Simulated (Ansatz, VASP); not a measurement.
## One calculation of ScAlN2, two programs

```xyz
4
Lattice="1.5031 0.8678 4.8657 -1.5031 0.8678 4.8657 0.0000 -1.7357 4.8657" Properties=species:S:1:pos:R:3 pbc="T T T"
Sc    1.5031    0.8678    4.8657
Al    0.0000    0.0000    7.2986
N     0.0000    0.0000    3.5516
N     0.0000    0.0000   11.0455
```

Alike in both runs: task single point; functional r2SCAN; k mesh 8 × 8 × 8; no spin polarisation.

|  | VASP | Ansatz |
| --- | --- | --- |
| version | VASP 6.6.1 | Ansatz 0.2.0 |
| potentials or method | VASP PAW PBE potentials, release 64 (Sc_sv, Al, N) | plane waves, PAW |
| plane-wave cutoff (eV) | 520 | 500 |
| occupations | gaussian, width 0.01 eV | fixed |
| valence electrons in the cell | 24 | 24 |

```tsv
	VASP	Ansatz	Ansatz less VASP
gap on the k mesh at the Fermi level (eV)	1.12	1.13	+0.005
pressure (GPa)	8.8	7.7	-1.06
traceless stress, the component that is largest in VASP (GPa)	0.20	0.03	-0.162
rms of the force components (eV/Å)	0.080	0.026	-0.0538
```

VASP's potentials were made for PBE, not for r2SCAN. Atom by atom the forces differ by 0.054 eV/Å (rms over components).
